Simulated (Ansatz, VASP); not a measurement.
Sr in VASP and in Ansatz

The input INCAR:

```
ALGO = Fast ; EDIFF = 1E-7
ENCUT = 520 ; GGA = PE
ISIF = 2 ; ISMEAR = 0
LASPH = T ; LCHARG = F
LREAL = F ; LWAVE = F
NBANDS = 11 ; NELM = 80
PREC = Accurate ; SIGMA = 0.15
```

Contents of KPOINTS:

```
k-points
0
Gamma
  14 14 14
```

Contents of POSCAR:

```
Sr
1.0
    0.0000000000      3.1184087500      3.1944675000
    3.1184087500      0.0000000000      3.1944675000
    3.1184087500      3.1184087500      0.0000000000
Sr
1
Direct
    0.0000000000      0.0000000000      0.0000000000
```

Input for Ansatz:

```yaml
crystal:
  lattice:
    - [0.0, 3.11840875, 3.1944675]
    - [3.11840875, 0.0, 3.1944675]
    - [3.11840875, 3.11840875, 0.0]
  atoms:
    - { symbol: Sr, position: [0.0, 0.0, 0.0] }
basis:
  ecutwfc: 420
kpoints:
  mp_grid: { grid: [14, 14, 14] }
hamiltonian:
  xc: pbe
scf:
  occupations: { method: gaussian, width: 0.15 }
output:
  forces: true
  stress: true
  eigenvalues: true
```

Change from the starting cell: strain +0.025 along x and y, +0.050 along z, atoms carried along.

Alike in both runs: task single point; functional PBE; k mesh 14 × 14 × 14; occupations gaussian, width 0.15 eV; no spin polarisation.

```csv
,VASP,Ansatz
version,VASP 6.6.1,Ansatz 0.2.0
potentials or method,"VASP PAW PBE potentials, release 64 (Sr_sv), cutoff 520 eV","scalar-relativistic, plane waves, PAW"
valence electrons in the cell,10,10
```

```tsv
	VASP	Ansatz	Ansatz less VASP
gap on the k mesh at the Fermi level (eV)	none	none	-
pressure (GPa)	-1.2	-1.2	0.00
traceless stress, the component that is largest in VASP (GPa)	-0.09	-0.09	0.000
```

A gap of «none» marks a metal or a gap that the smearing closes. The functional is the same, so the differences come from potentials, cutoffs and numerics.
